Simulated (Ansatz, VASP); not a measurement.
**One calculation of Cu, two programs**

```
Cu
1.0
     3.15156    0.00000    0.00000
    -1.57578    2.72933    0.00000
     0.00000    0.00000    5.18643
Cu
2
Direct
  0.33333 0.66667 0.25000
  0.66667 0.33333 0.75000
```

Alike in both runs: task single point; functional r2SCAN; k mesh 6 × 6 × 4; occupations gaussian, width 0.1 eV; no spin polarisation.

|  | VASP | Ansatz |
| --- | --- | --- |
| version | VASP 6.6.1 | Ansatz 0.2.0 |
| potentials or method | VASP PAW PBE potentials, release 64 (Cu), cutoff 520 eV | scalar-relativistic, plane waves, PAW |
| valence electrons in the cell | 22 | 38 |

Ansatz gave:

```
gap on the k mesh at the Fermi level (eV)                     : none
pressure (GPa)                                                : -19.3
traceless stress, the component that is largest in VASP (GPa) : -1.44
```

Which values does VASP return?

gap on the k mesh at the Fermi level (eV): none; pressure (GPa): -19.1; traceless stress, the component that is largest in VASP (GPa): -1.50.

VASP's potentials were made for PBE, not for r2SCAN. A gap of «none» marks a metal or a gap that the smearing closes. With one functional, cell and mesh, what is left measures potentials, basis and numerics. VASP's potentials hold 22 valence electrons a cell and Ansatz's 38, so a difference there can come from the potentials and not from the codes.

The k mesh is coarse, so the values compare programs but aren't converged.
